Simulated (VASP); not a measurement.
# MnO2 (P4_2/mnm) in VASP: notebook, part 2 of 2

VASP 6.6.1. The steps go on from the part before.

## Step 4: Single point, PBEsol

This run uses another cell than the first one, of 9.25 Å³/atom, 1.020 times its volume.

INCAR reads:

```
SYSTEM = MnO2
PREC     = Accurate       ! precision mode
ENCUT    = 520            ! plane-wave cutoff, eV
EDIFF    = 1E-7           ! SCF threshold, eV
ISMEAR   = -1             ! smearing method
SIGMA    = 0.05           ! smearing width, eV
LREAL    = .False.        ! projectors in reciprocal space
LASPH    = .True.         ! aspherical terms in the spheres
NELM     = 60             ! most SCF steps
ALGO     = Normal         ! electronic algorithm
ISIF     = 2              ! what is computed and relaxed
LWAVE    = .False.        ! write WAVECAR
LCHARG   = .True.         ! write CHGCAR
GGA      = PS             ! functional
LELF     = .True.         ! ELF
LVHAR    = .True.       
NBANDS   = 34             ! bands
```

KPOINTS reads:

```
regular mesh
0
Gamma
  6 6 9
  0 0 0
```

POSCAR reads:

```
MnO2
1.0
    4.4004184607      0.0000000000      0.0000000000
    0.0000000000      4.4004184607      0.0000000000
    0.0000000000      0.0000000000      2.8670779400
Mn O
2 4
Direct
    0.5000000000      0.5000000000      0.5000000000
    0.0000000000      0.0000000000      0.0000000000
    0.8049161500      0.1950838500      0.5000000000
    0.6950838500      0.6950838500      0.0000000000
    0.1950838500      0.8049161500      0.5000000000
    0.3049161500      0.3049161500      0.0000000000
```

On the command line:

```sh
$ cat potpaw_PBE.64/Mn_pv/POTCAR potpaw_PBE.64/O/POTCAR > POTCAR
$ mpirun -np 1 vasp_std > vasp.out
```

It took 57 s on 1 thread of Intel Xeon Platinum 8559C (Emerald Rapids), shared host; peak memory 0.22 GiB.

The run converged. Its results:

```yaml
Free_energy: -49.2944 eV
Pressure: -14.4 GPa
Largest_force: 0.190 eV/Å
Band_gap_on_the_k_mesh: zero (band 25 reaches 5.59 eV, above the bottom of band 26 at 4.62 eV)
```

Forces on the atoms (eV/Å):
```
Mn   0.000  0.000  0.000
Mn   0.000  0.000  0.000
O   -0.134  0.134  0.000
O    0.134  0.134  0.000
O    0.134 -0.134  0.000
O   -0.134 -0.134  0.000
```

Stress tensor (GPa, compression positive):
```
-12.03   0.00   0.00
  0.00 -12.03   0.00
  0.00   0.00 -19.18
```

Levels at points of the mesh, in eV from the Fermi level:
| k point | band 23 | band 24 | band 25 | band 26 | band 27 | band 28 |
| --- | --- | --- | --- | --- | --- | --- |
| (0.00, 0.00, 0.00) | -1.01 | -0.67 | -0.67 | -0.62 | -0.48 | 1.01 |
| (0.50, 0.00, 0.00) | -0.29 | -0.29 | -0.03 | -0.03 | 0.56 | 0.56 |
| (0.50, 0.50, 0.00) | -0.93 | -0.93 | -0.65 | -0.65 | 1.00 | 1.00 |

Caveat: the PAW data sets were made with another functional, which shifts forces and pressure a little; the run has no spin polarisation, though such a crystal can be magnetic; semilocal functionals often make such compounds metallic where correlation or magnetic order opens a gap, which also shifts bond lengths. Spin polarisation is off, so any magnetic state and its effect on volume and gap are missing.

## Step 5: Single point, r2SCAN, collinear spin, ferromagnetic start

This run uses another cell than the first one, of 9.25 Å³/atom, 1.020 times its volume.

POSCAR is that of step 4.

INCAR.step1 reads:

```
PREC = Accurate
ENCUT = 520
ISMEAR = -1
SIGMA = 0.05
LREAL = F
LASPH = T
NELM = 150
ISPIN = 2
MAGMOM = 4 4 0 0 0 0
LMAXMIX = 4
NBANDS = 38
GGA = PE
ALGO = Normal
EDIFF = 1E-4
LWAVE = T
LCHARG = F
```

INCAR.step2 reads:

```
PREC = Accurate
ENCUT = 520
EDIFF = 1E-7
ISMEAR = -1
SIGMA = 0.05
LREAL = F
LASPH = T
NELM = 150
ALGO = Normal
ISIF = 2
LWAVE = F
LCHARG = F
ISPIN = 2
MAGMOM = 4 4 0 0 0 0
LORBIT = 11
LMAXMIX = 4
METAGGA = R2SCAN
LMIXTAU = T
NBANDS = 38
ISTART = 1
```

KPOINTS reads:

```
regular mesh
0
Gamma
  6 6 8
```

On the command line:

```sh
$ cat potpaw_PBE.64/Mn_pv/POTCAR potpaw_PBE.64/O/POTCAR > POTCAR
$ cp INCAR.step1 INCAR
$ mpirun -np 1 vasp_std > vasp.out
$ cp INCAR.step2 INCAR
$ mpirun -np 1 vasp_std > vasp.out
```

Run time: 8.7 min. Hardware: 1 thread of AMD EPYC 9R45 (Zen 5), shared host; peak memory 0.27 GiB.

The run converged. Its results:

- Free energy: -65.4032 eV
- Pressure: 0.3 GPa
- Largest force: 0.018 eV/Å
- Net moment: 6.00 μB per cell
- Site moments: Mn +2.81; O +0.06 μB
- Valence electrons inside the program's atomic spheres: Mn 11.68; O 5.07

Forces in eV/Å, atoms in the order of the input:
```
Mn   0.000  0.000  0.000
Mn   0.000  0.000  0.000
O    0.013 -0.013  0.000
O   -0.013 -0.013  0.000
O   -0.013  0.013  0.000
O    0.013  0.013  0.000
```

Levels at points of the mesh, in eV from the Fermi level:
Spin up:
| k point | band 26 | band 27 | band 28 | band 29 | band 30 | band 31 |
| --- | --- | --- | --- | --- | --- | --- |
| (0.00, 0.00, 0.00) | -1.08 | -0.60 | -0.58 | 0.04 | 3.11 | 3.11 |
| (0.50, 0.00, 0.00) | -1.57 | -0.98 | -0.98 | 2.56 | 2.56 | 2.90 |
| (0.50, 0.50, 0.00) | -1.97 | -0.25 | -0.25 | 1.73 | 1.73 | 3.07 |
| (0.00, 0.00, 0.50) | -1.40 | -0.42 | -0.42 | 1.62 | 1.62 | 2.09 |
| (0.50, 0.00, 0.50) | -1.88 | -0.32 | -0.32 | 0.49 | 0.49 | 3.68 |
| (0.50, 0.50, 0.50) | -1.16 | -0.88 | -0.88 | 2.12 | 2.12 | 2.30 |
Spin down:
```
           k point  band 19  band 20  band 21  band 22  band 23  band 24  band 25  band 26
(0.00, 0.00, 0.00)    -1.54    -0.78    -0.78    -0.09     0.91     1.23     1.39     1.39
(0.50, 0.00, 0.00)    -2.73    -2.73    -1.00    -1.00     1.63     1.63     2.01     2.01
(0.50, 0.50, 0.00)    -2.43    -2.43    -1.80    -1.80     0.92     0.92     1.40     1.40
(0.00, 0.00, 0.50)    -2.88    -2.88    -2.21    -2.21     2.01     2.01     2.22     2.22
(0.50, 0.00, 0.50)    -2.73    -2.73    -1.40    -1.40     1.12     1.12     2.01     2.01
(0.50, 0.50, 0.50)    -1.62    -1.62    -1.27    -1.27     1.88     1.88     2.09     2.09
```

Caveat: the PAW data sets were made with another functional, which shifts forces and pressure a little; semilocal functionals often make such compounds metallic where correlation or magnetic order opens a gap, which also shifts bond lengths; only a ferromagnetic start was run, and an antiferromagnetic order may lie lower in energy.

## Step 6: Summary

```csv
level,spin,cell,k mesh,gap on the mesh (eV),pressure (GPa),moment (μB),largest force (eV/Å)
PBEsol,"collinear, ferromagnetic start","a = 4.371, b = 4.371, c = 2.848 Å, 6 atoms",6 × 6 × 9,none,2.9,5.94,0.05
PBEsol,"collinear, ferromagnetic start","a = 4.487, b = 4.487, c = 2.923 Å, 6 atoms",6 × 6 × 9,none,-14.7,6.00,0.27
PBEsol,off,"a = 4.400, b = 4.400, c = 2.867 Å, 6 atoms",6 × 6 × 9,none,-14.4,-,0.19
r2SCAN,"collinear, ferromagnetic start","a = 4.400, b = 4.400, c = 2.867 Å, 6 atoms",6 × 6 × 8,-,0.3,6.00,0.02
```

Alike in all rows: task single point; potentials or basis VASP PAW PBE potentials, release 64 (Mn_pv, O); cutoff (eV) 520; smearing fermi-dirac 0.05 eV.

Caveats: the PAW data sets were made with another functional, which shifts forces and pressure a little; semilocal functionals often make such compounds metallic where correlation or magnetic order opens a gap, which also shifts bond lengths.

Absolute energies hang on the potentials; compare differences alone.
